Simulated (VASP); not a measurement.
Input of a VASP 6.6.1 run:

File INCAR:

```
  ALGO = Normal
  EDIFF = 1E-6
  ENCUT = 520
  GGA = PS
  ISIF = 2
  ISMEAR = 0
  LASPH = True
  LCHARG = False
  LREAL = False
  LWAVE = False
  NBANDS = 28
  NELM = 100
  PREC = Accurate
  SIGMA = 0.01
```

KPOINTS

```
k-points
0
Gamma
  4 2 4
```

The input POSCAR:

```
SnO
1.0
    3.3550050000      0.0000000000      0.0000000000
    0.0000000000      5.6741040000      0.0000000000
    0.0000000000      0.0000000000      4.2219700000
Sn O
2 2
Direct
    0.0000000000      0.2319089992      0.5131439991
    0.5000000000      0.7680910008      0.0131439991
    0.0000000000      0.8912500000      0.7368570004
    0.5000000000      0.1087500000      0.2368570004
```

Potentials or basis: VASP PAW PBE potentials, release 64 (Sn_d, O).

Launch:

```bash
$ cat potpaw_PBE.64/Sn_d/POTCAR potpaw_PBE.64/O/POTCAR > POTCAR
$ mpirun -np 1 vasp_std > vasp.out
```

(1) Predict the largest force.

(2) Estimate the band gap on the k mesh.

Results:

(1) 0.343 eV/Å.

(2) 1.83 eV, indirect (least direct gap 2.53 eV).

Caveat: the k points lie up to 0.55 Å⁻¹ apart; the PAW data sets were made with another functional, which shifts forces and pressure a little; spin-orbit coupling is left out, which moves the levels of the heavy elements.
